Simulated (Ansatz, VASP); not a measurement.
# Ti in VASP and in Ansatz

Contents of INCAR:

```
PREC     = Accurate       # precision mode
ENCUT    = 520            # plane-wave cutoff, eV
EDIFF    = 1E-6           # SCF threshold, eV
ISMEAR   = 0              # smearing method
SIGMA    = 0.1            # smearing width, eV
LREAL    = F              # projectors in reciprocal space
LASPH    = T              # aspherical terms in the spheres
NELM     = 80             # most SCF steps
ALGO     = Fast           # electronic algorithm
ISIF     = 2              # what is computed and relaxed
LWAVE    = F              # write WAVECAR
LCHARG   = F              # write CHGCAR
GGA      = PE             # functional
NBANDS   = 19             # bands
```

The input KPOINTS:

```
Automatic mesh
0
Gamma
  18 18 10
```

File POSCAR:

```
Ti
1.0
    2.8497274331      0.0000000000      0.0000000000
   -1.4248637166      2.4679363509      0.0000000000
    0.0000000000      0.0000000000      4.8078828600
Ti
2
Direct
    0.3333333333      0.6666666667      0.2500000000
    0.6666666667      0.3333333333      0.7500000000
```

Input for Ansatz:

```yaml
crystal:
  lattice:
    - [2.8497274331, 0.0, 0.0]
    - [-1.4248637166, 2.4679363509, 0.0]
    - [0.0, 0.0, 4.80788286]
  atoms:
    - { symbol: Ti, position: [0.3333333333, 0.6666666667, 0.25] }
    - { symbol: Ti, position: [0.6666666667, 0.3333333333, 0.75] }
basis:
  ecutwfc: 420
kpoints:
  mp_grid: { grid: [18, 18, 10] }
hamiltonian:
  xc: pbe
scf:
  occupations: { method: gaussian, width: 0.1 }
output:
  forces: true
  stress: true
  eigenvalues: true
```

Alike in both runs: task single point; functional PBE; k mesh 18 × 18 × 10; occupations gaussian, width 0.1 eV; no spin polarisation.

|  | VASP | Ansatz |
| --- | --- | --- |
| version | VASP 6.6.1 | Ansatz 0.2.0 |
| potentials or method | VASP PAW PBE potentials, release 64 (Ti_sv), cutoff 520 eV | scalar-relativistic, plane waves, PAW |
| valence electrons in the cell | 24 | 24 |

Ansatz gave:

```
gap on the k mesh at the Fermi level (eV)                     : none
pressure (GPa)                                                : 3.3
traceless stress, the component that is largest in VASP (GPa) : -4.74
```

**Question.** What did VASP give for the same quantities?

**Answer.** gap on the k mesh at the Fermi level (eV): none; pressure (GPa): 2.9; traceless stress, the component that is largest in VASP (GPa): -4.71.

A gap of «none» marks a metal or a gap that the smearing closes.
